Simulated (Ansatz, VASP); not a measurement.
# Two plane-wave programs on Pd3S2

```
Pd S
1.0
     4.14831    0.00000    0.00000
    -2.07416    3.59254    0.00000
     0.00000    0.00000    5.44727
Pd S
3 2
Direct
  0.00000 0.00000 0.00000
  0.33333 0.66667 0.65228
  0.66667 0.33333 0.34772
  0.33333 0.66667 0.21138
  0.66667 0.33333 0.78862
```

Alike in both runs: functional PBE; k mesh 12 × 12 × 8; occupations gaussian, width 0.1 eV; no spin polarisation.

Ansatz relaxed the structure, and its values are those at the end. VASP's run is a single point on that final structure, the one shown.

|  | VASP | Ansatz |
| --- | --- | --- |
| version | VASP 6.6.1 | Ansatz 0.2.0 |
| potentials or method | VASP PAW PBE potentials, release 64 (Pd, S), cutoff 520 eV | scalar-relativistic, plane waves, PAW |
| valence electrons in the cell | 42 | 66 |

|  | VASP | Ansatz | Ansatz less VASP |
| --- | --- | --- | --- |
| gap on the k mesh at the Fermi level (eV) | none | none | - |
| pressure (GPa) | -0.1 | 0.0 | +0.13 |

A gap of «none» marks a metal or a gap that the smearing closes. VASP's potentials hold 42 valence electrons a cell and Ansatz's 66, so a difference there can come from the potentials and not from the codes.
